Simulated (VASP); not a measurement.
# HOs12 (a cell with a defect) in VASP: single point with PBE

Aim: the single point of HOs12 (a cell with a defect) with PBE.

Everything below comes from runs of VASP 6.6.1. Logs are shortened: lines on timing, memory, paths and dates and some standing lists are left out, and cuts for length are marked.

## (1) The cell of the first run

The cell holds a defect, 13 atoms: a = 5.480 Å, b = 8.220 Å, c = 4.326 Å, α = 90.00°, β = 90.00°, γ = 120.00°.

## (2) Single point, PBE

Contents of INCAR:

```
ALGO     = Normal         # electronic algorithm
EDIFF    = 1E-6           # SCF threshold, eV
ENCUT    = 520            # plane-wave cutoff, eV
GGA      = PE             # functional
ISIF     = 2              # what is computed and relaxed
ISMEAR   = -1             # smearing method
LASPH    = T              # aspherical terms in the spheres
LCHARG   = T              # write CHGCAR
LELF     = T              # ELF
LREAL    = F              # projectors in reciprocal space
LVHAR    = T            
LWAVE    = F              # write WAVECAR
NBANDS   = 60             # bands
NELM     = 60             # most SCF steps
PREC     = Accurate       # precision mode
SIGMA    = 0.15           # smearing width, eV
```

Contents of KPOINTS:

```
k-points
0
Gamma
  4 3 4
```

Contents of POSCAR:

```
HOs12
1.0
    5.4800000000      0.0000000000      0.0000000000
   -4.1100000000      7.1187290000      0.0000000000
    0.0000000000      0.0000000000      4.3264600000
Os H
12 1
Direct
    0.0095559128      0.0066584920     -0.0065411445
    0.1715794470      0.2205730826      0.4897306343
    0.0016912773      0.3171212164     -0.0049694207
    0.1665140533      0.5529919737      0.5106022013
   -0.0149056748      0.6771573971      0.0019184275
    0.1611190451      0.8896672426      0.5252099869
    0.5013882113     -0.0038911441     -0.0007165211
    0.6596433706      0.2186485818      0.4930127633
    0.4872759390      0.3399202301      0.0071883249
    0.6909964739      0.5612799701      0.4927354003
    0.5012170259      0.6716227012      0.0022651313
    0.6653278481      0.8817023376      0.4878815475
    0.8056436898      0.3947755280      0.7884506040
```

Potentials or basis: VASP PAW PBE potentials, release 64 (Os, H).

Command:

```sh
> cat potpaw_PBE.64/Os/POTCAR potpaw_PBE.64/H/POTCAR > POTCAR
> mpirun -np 1 vasp_std > vasp.out
```

OUTCAR:

```text
EDIFF = 1E-6
   ENCUT = 520
   GGA = PE
   ISIF = 2
   ISMEAR = -1
   LASPH = T
   LREAL = F
   NELM = 60
   PREC = Accurate

 ion  position               nearest neighbor table
   1  0.010  0.007  0.993-   6 2.55   3 2.57   2 2.63   5 2.64   2 2.66   9 2.68  12 2.69  12 2.73
                             7 2.74   7 2.74  11 2.77   6 2.78
   2  0.172  0.221  0.490-   9 2.57   3 2.61   1 2.63   3 2.65   1 2.66   8 2.68   6 2.70   9 2.70
                             4 2.75  12 2.78   8 2.80  10 2.82
   3  0.002  0.317  0.995-  13 1.75   9 2.57   1 2.57   2 2.61   2 2.65   4 2.69   7 2.69   8 2.70
                             8 2.71   4 2.79  11 2.83   9 2.92   5 3.01
   4  0.167  0.553  0.511-  13 2.12  10 2.64  11 2.66   3 2.69  11 2.71  12 2.72   2 2.75   5 2.75
                             8 2.76   6 2.78   3 2.79   5 2.81  10 2.84
   5  0.985  0.677  0.002-  10 2.55   6 2.56  10 2.61  11 2.63   1 2.64   6 2.72   7 2.73   4 2.75
                             9 2.75   4 2.81  11 2.85   3 3.01
   6  0.161  0.890  0.525-   1 2.55   5 2.56   7 2.61  10 2.64  12 2.69   2 2.70   8 2.72   5 2.72
                             1 2.78   4 2.78   7 2.79  12 2.80
   7  0.501  0.996  0.999-   6 2.61  12 2.65   8 2.66  11 2.67   3 2.69   8 2.70  12 2.73   5 2.73
                             1 2.74   1 2.74   6 2.79   9 2.87
   8  0.660  0.219  0.493-  13 1.79   7 2.66   2 2.68   9 2.69   3 2.70   7 2.70   3 2.71   6 2.72
                            10 2.73   4 2.76  12 2.79   9 2.79   2 2.80
   9  0.487  0.340  0.007-  13 1.83   2 2.57   3 2.57  10 2.63   1 2.68  11 2.69   8 2.69   2 2.70
                            10 2.73   5 2.75   8 2.79   7 2.87   3 2.92
  10  0.691  0.561  0.493-   5 2.55   5 2.61   9 2.63   4 2.64   6 2.64  12 2.71  11 2.71   8 2.73
                             9 2.73  11 2.78   2 2.82   4 2.84
  11  0.501  0.672  0.002-  12 2.58   5 2.63   4 2.66   7 2.67  12 2.68   9 2.69  10 2.71   4 2.71
                             1 2.77  10 2.78   3 2.83   5 2.85
  12  0.665  0.882  0.488-  11 2.58   7 2.65  11 2.68   6 2.69   1 2.69  10 2.71   4 2.72   7 2.73
                             1 2.73   2 2.78   8 2.79   6 2.80
  13  0.806  0.395  0.788-   3 1.75   8 1.79   9 1.83   4 2.12

  LATTYP: Found a simple monoclinic cell.
 ALAT       =     5.4800000000
 B/A-ratio  =     0.7895000000
 C/A-ratio  =     1.3228756879
 COS(beta)  =    -0.1889822319

  Lattice vectors:

 A1 = (   5.4800000000,   0.0000000000,   0.0000000000)
 A2 = (   0.0000000000,   0.0000000000,   4.3264600000)
 A3 = (  -1.3700000000,  -7.1187290000,   0.0000000000)

Analysis of symmetry for initial positions (statically):
=====================================================================
 Subroutine PRICEL returns:
 Original cell was already a primitive cell.

 Routine SETGRP: Setting up the symmetry group for a
 simple monoclinic supercell.

 Subroutine GETGRP returns: Found  1 space group operations
 (whereof  1 operations were pure point group operations)
 out of a pool of  4 trial point group operations.

The static configuration has the point symmetry C_1 .

Analysis of symmetry for dynamics (positions and initial velocities):
=====================================================================
 Subroutine PRICEL returns:
 Original cell was already a primitive cell.

 Routine SETGRP: Setting up the symmetry group for a
 simple monoclinic supercell.

 Subroutine GETGRP returns: Found  1 space group operations
 (whereof  1 operations were pure point group operations)
 out of a pool of  4 trial point group operations.

The dynamic configuration has the point symmetry C_1 .

 Subroutine INISYM returns: Found  1 space group operations
 (whereof  1 operations are pure point group operations),
 and found     1 'primitive' translations

----------------------------------------------------------------------------------------

                                     Primitive cell

  volume of cell :     168.7780

  direct lattice vectors                    reciprocal lattice vectors
     5.480000000  0.000000000  0.000000000     0.182481752  0.105355886  0.000000000
    -4.110000000  7.118729000  0.000000000     0.000000000  0.140474514  0.000000000
     0.000000000  0.000000000  4.326460000     0.000000000  0.000000000  0.231135848

  length of vectors
     5.480000000  8.220000157  4.326460000     0.210711776  0.140474514  0.231135848

  position of ions in fractional coordinates (direct lattice)
     0.009555913  0.006658492  0.993458856
     0.171579447  0.220573083  0.489730634
     0.001691277  0.317121216  0.995030579
     0.166514053  0.552991974  0.510602201
     0.985094325  0.677157397  0.001918428
     0.161119045  0.889667243  0.525209987
     0.501388211  0.996108856  0.999283479
     0.659643371  0.218648582  0.493012763
     0.487275939  0.339920230  0.007188325
     0.690996474  0.561279970  0.492735400
     0.501217026  0.671622701  0.002265131
     0.665327848  0.881702338  0.487881548
     0.805643690  0.394775528  0.788450604

  ion indices of the primitive-cell ions
   primitive index   ion index
                 1           1
                 2           2
                 3           3
                 4           4
                 5           5
                 6           6
                 7           7
                 8           8
                 9           9
                10          10
                11          11
                12          12
                13          13

----------------------------------------------------------------------------------------

 KPOINTS: k-points

Automatic generation of k-mesh.
 Grid dimensions read from file:
 generate k-points for:    4    3    4

 Generating k-lattice:

  Cartesian coordinates                     Fractional coordinates (reciprocal lattice)
     0.045620438  0.026338971  0.000000000     0.250000000  0.000000000  0.000000000
     0.000000000  0.046824838  0.000000000     0.000000000  0.333333333  0.000000000
     0.000000000  0.000000000  0.057783962     0.000000000  0.000000000  0.250000000

  Length of vectors
     0.052677944  0.046824838  0.057783962

  Shift w.r.t. Gamma in fractional coordinates (k-lattice)
     0.000000000  0.000000000  0.000000000

 Subroutine IBZKPT returns following result:
 ===========================================

 Found     26 irreducible k-points:

 Following reciprocal coordinates:
            Coordinates               Weight
  0.000000  0.000000  0.000000      1.000000
  0.250000  0.000000  0.000000      2.000000
  0.500000  0.000000  0.000000      1.000000
  0.000000  0.333333  0.000000      2.000000
  0.250000  0.333333  0.000000      2.000000
  0.500000  0.333333  0.000000      2.000000
[... 16 lines left out ...]
  0.000000  0.333333  0.500000      2.000000
  0.250000  0.333333  0.500000      2.000000
 [... further k-points ...]
   k-points           NKPTS =     26   k-points in BZ     NKDIM =     26   number of bands    NBANDS=     60
   number of dos      NEDOS =    301   number of ions     NIONS =     13
   total plane-waves  NPLWV =  86016
   dimension x,y,z NGX =    42 NGY =   64 NGZ =   32
   dimension x,y,z NGXF=    84 NGYF=  128 NGZF=   64
   ions per type =              12   1
   NGX,Y,Z   is equivalent  to a cutoff of  12.74, 12.94, 12.30 a.u.
   NGXF,Y,Z  is equivalent  to a cutoff of  25.48, 25.89, 24.59 a.u.
 SYSTEM =  unknown system
   PREC   = accura    normal or accurate (medium, high low for compatibility)
   ISTART =      0    job   : 0-new  1-cont  2-samecut
   ICHARG =      2    charge: 1-file 2-atom 10-const
   ISPIN  =      1    spin polarized calculation?
   LNONCOLLINEAR =      F non collinear calculations
   LSORBIT =      F    spin-orbit coupling
   LASPH  =      T    aspherical Exc in radial PAW
   ENCUT  =  520.0 eV  38.22 Ry    6.18 a.u.  10.19 15.28  8.04*2*pi/ulx,y,z
   NELM   =     60;   NELMIN=  2; NELMDL= -5     # of ELM steps
   EDIFF  = 0.1E-05   stopping-criterion for ELM
   LREAL  =      F    real-space projection
   EDIFFG = 0.1E-04   stopping-criterion for IOM
   NSW    =      0    number of steps for IOM
   IBRION =     -1    ionic relax: 0-MD 1-quasi-New 2-CG
   NFREE  =      0    steps in history (QN), initial steepest desc. (CG)
   ISIF   =      2    stress and relaxation
   ISYM   =      2    0-nonsym 1-usesym 2-fastsym
   POTIM  = 0.5000    time-step for ionic-motion
   TEBEG  =    0.0;   TEEND  =   0.0 temperature during run
   PSTRESS=    0.0 pullay stress
   NELECT =      97.0000    total number of electrons
   NUPDOWN=      -1.0000    fix difference up-down
   EMIN   =  10.00;   EMAX   =-10.00  energy-range for DOS
   EFERMI =   0.00;   METHOD = LEGACY
   ISMEAR =    -1;   SIGMA  =   0.15  broadening in eV -4-tet -1-fermi 0-gaus
   EFERMI_NEDOS =   21; number of points for ismear=-14 and -15
   IALGO  =     38    algorithm
   IMIX   =      4    mixing-type and parameters
     AMIX     =   0.40;   BMIX     =  1.00
     AMIX_MAG =   1.60;   BMIX_MAG =  1.00
  volume/ion in A,a.u.               =      12.98        87.61
  Fermi-wavevector in a.u.,A,eV,Ry     =   1.361111  2.572127 25.206464  1.852623
  Thomas-Fermi vector in A             =   2.487715
   LORBIT       =      0    0 simple, 1 ext, 2 COOP (PROOUT), +10 PAW based schemes
   GGA     = PE    functional components
   LHFCALC =     F    Hartree Fock is set to
   AEXX    =    0.0000 exact exchange contribution
   IVDW    =     0    specifies the selected vdW correction
   LEPSILON=     F    determine dielectric tensor
   LRPA    =     F    only Hartree local field effects (RPA)
 non-spin polarized calculation
  energy-cutoff  :      520.00
  volume of cell :      168.78
 maximum number of plane-waves:      4560
 NGX is ok and might be reduce to    42
   NGX = 21   NGY = 31   NGZ = 17

 number of electron      97.0000004 magnetization

 Free energy of the ion-electron system (eV)
  ---------------------------------------------------
  ext. energy  EPLUGINS =         0.00000000
  ---------------------------------------------------
  free energy    TOTEN  =      -136.62093459 eV

  energy without entropy =     -136.14050855  energy(sigma->0) =     -136.38072157

 E-fermi :   9.6786     XC(G=0): -14.0644

 val. band max:        9.6476216495   @ k =  -0.2500   0.3333   0.2500
 cond. band min:       9.6855599371   @ k =   0.0000   0.3333   0.2500
 fundamental gap:      0.0379382875
 Fermi energy:         9.6785635664

 k-point     1 :       0.0000    0.0000    0.0000
  band No.  band energies     occupation
      1      -2.1929      2.00000
      2       0.1794      2.00000
      3       1.6786      2.00000
      4       1.7518      2.00000
      5       2.1307      2.00000
      6       2.4146      2.00000
[... 52 lines left out ...]
     59      11.7535      0.00000
     60      11.8682      0.00000

 k-point     2 :       0.2500    0.0000    0.0000
  band No.  band energies     occupation
      1      -1.7348      2.00000
      2       0.2928      2.00000
      3       1.5594      2.00000
      4       1.9644      2.00000
      5       2.1944      2.00000
      6       2.4301      2.00000
[... 1383 lines left out ...]
      4       2.2164      2.00000
      5       2.2862      2.00000
      6       2.3391      2.00000
[... 52 lines left out ...]
     59      11.4140      0.00002
     60      11.4835      0.00001

 [... further k-points ...]

------------------------ aborting loop because EDIFF is reached ----------------------------------------

  FORCE on cell =-STRESS in cart. coord.  units (eV):
  Direction    XX          YY          ZZ          XY          YZ          ZX
  --------------------------------------------------------------------------------------
  -------------------------------------------------------------------------------------
  Total       16.5225372     16.3087226     18.0055361     -0.9437253      0.1365725     -0.3777767
  in kB      156.8453359    154.8156344    170.9231651     -8.9586070      1.2964573     -3.5861632
  external PRESSURE =     160.8613784 kB  Pullay stress =       0.0000000 kB

 VOLUME and BASIS-vectors are now :
 -----------------------------------------------------------------------------
  energy-cutoff  :      520.00
  volume of cell :      168.78
      direct lattice vectors                 reciprocal lattice vectors
     5.480000000  0.000000000  0.000000000     0.182481752  0.105355886  0.000000000
    -4.110000000  7.118729000  0.000000000     0.000000000  0.140474514  0.000000000
     0.000000000  0.000000000  4.326460000     0.000000000  0.000000000  0.231135848

 POSITION                                       TOTAL-FORCE (eV/Angst)
 -----------------------------------------------------------------------------------
      0.02500      0.04740      4.29816        -0.456459     -1.011899      0.630548
      0.03370      1.57020      2.11880        -0.592229      0.126416      0.844435
     -1.29410      2.25750      4.30496        -0.586411      1.609601      0.846123
     -1.36030      3.93660      2.20910         0.174134      0.629288     -0.878376
      2.61520      4.82050      0.00830         2.640715     -0.804440      0.233107
     -2.77360      6.33330      2.27230         1.020509      0.018019     -2.244844
     -1.34640      7.09103      4.32336        -0.551410      0.126977      0.067866
      2.71620      1.55650      2.13300         0.444671     -0.760933     -0.508606
      1.27320      2.41980      0.03110         1.425965     -0.648169     -0.254360
      1.47980      3.99560      2.13180        -2.932497     -0.272840      0.431839
     -0.01370      4.78110      0.00980         0.154239     -0.916525     -0.103970
      0.02220      6.27660      2.11080        -0.428703      1.021909      1.016385
      2.79240      2.81030      3.41120        -0.312525      0.882596     -0.080147
 -----------------------------------------------------------------------------------
    total drift:                               -0.000070      0.000157      0.000045

  FREE ENERGIE OF THE ION-ELECTRON SYSTEM (eV)
  ---------------------------------------------------
  free  energy   TOTEN  =      -136.6209345889 eV

  energy  without entropy=     -136.1405085455  energy(sigma->0) =     -136.38072157
```

It took 7 min on 1 thread of Intel Xeon Platinum 8259CL at 2.50GHz (Skylake/Cascade Lake), shared host; peak memory 0.37 GiB.

What came out:

```yaml
Free_energy: -136.6209 eV
Pressure: 16.1 GPa
Largest_force: 2.977 eV/Å
Band_gap_on_the_k_mesh: zero (an odd number of electrons rules out a gap without spin polarisation)
```

Forces in eV/Å, atoms in the order of the input:
```
Os  -0.456 -1.012  0.631
Os  -0.592  0.126  0.844
Os  -0.586  1.610  0.846
Os   0.174  0.629 -0.878
Os   2.641 -0.804  0.233
Os   1.021  0.018 -2.245
Os  -0.551  0.127  0.068
Os   0.445 -0.761 -0.509
Os   1.426 -0.648 -0.254
Os  -2.932 -0.273  0.432
Os   0.154 -0.917 -0.104
Os  -0.429  1.022  1.016
H   -0.313  0.883 -0.080
```

Stress tensor (GPa, compression positive):
```
15.68 -0.90 -0.36
-0.90 15.48  0.13
-0.36  0.13 17.09
```

Levels at points of the mesh, in eV from the Fermi level:
| k point | band 44 | band 45 | band 46 | band 47 | band 48 | band 49 | band 50 | band 51 | band 52 | band 53 |
| --- | --- | --- | --- | --- | --- | --- | --- | --- | --- | --- |
| (0.00, 0.00, 0.00) | -1.43 | -0.49 | -0.09 | 0.11 | 0.33 | 0.46 | 0.58 | 0.67 | 0.79 | 0.81 |
| (0.50, 0.00, 0.00) | -1.24 | -1.09 | -1.08 | -0.81 | -0.54 | -0.48 | -0.31 | -0.16 | 0.09 | 0.62 |
| (0.00, 0.00, 0.50) | -1.32 | -1.14 | -1.07 | -0.44 | -0.24 | 0.57 | 0.65 | 0.68 | 0.76 | 0.90 |
| (0.50, 0.00, 0.50) | -1.63 | -1.44 | -1.43 | -1.27 | -1.24 | 0.35 | 0.45 | 0.54 | 0.74 | 0.84 |

Caveat: the k points lie up to 0.36 Å⁻¹ apart, too coarse for converged energies and pressures of a metal; the atoms stand as in a frame of molecular dynamics; spin-orbit coupling is left out, which moves the levels of the heavy elements.
